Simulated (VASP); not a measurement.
GaP:

```
CELL_PARAMETERS angstrom
0.00000 2.75300 2.75300
2.75300 0.00000 2.75300
2.75300 2.75300 0.00000
ATOMIC_POSITIONS crystal
Ga 0.00000 0.00000 0.00000
P 0.25000 0.25000 0.25000
```

```yaml
Program: VASP 6.6.1
Task: relaxation of cell and atoms
Functional: LDA
Potentials_or_basis: VASP PAW LDA potentials, release 64 (Ga_d, P)
Cutoff: 600 eV
k_mesh: 8 × 8 × 8
Occupations: fermi-dirac, width 0.02 eV
Spin: no spin polarisation
```

At the start: pressure -4.9 GPa; volume 20.87 Å³/atom.

Task: Where does the relaxation end?

Result: Over 8 steps the energy falls by 20.2 meV/atom and the volume is 19.61 Å³/atom (-6.0 %); space group F-43m (No. 216, to 0.05 Å).

The path:
```tsv
step	energy change (eV)	largest force (eV/Å)	pressure (GPa)	volume (Å³)
1	0.0000	0.0000	-4.89	41.73
2	-0.0292	0.0000	3.07	38.00
3	-0.0404	0.0000	-0.04	39.22
4	-0.0404	0.0000	0.15	39.17
5	-0.0404	0.0000	-0.13	39.27
6	-0.0404	0.0000	0.05	39.22
7	-0.0404	0.0000	-0.08	39.23
8	-0.0404	0.0000	0.02	39.22
```

Final structure:
```
CELL_PARAMETERS angstrom
0.00000 2.69670 2.69670
2.69670 0.00000 2.69670
2.69670 2.69670 0.00000
ATOMIC_POSITIONS crystal
Ga 0.00000 0.00000 0.00000
P 0.25000 0.25000 0.25000
```
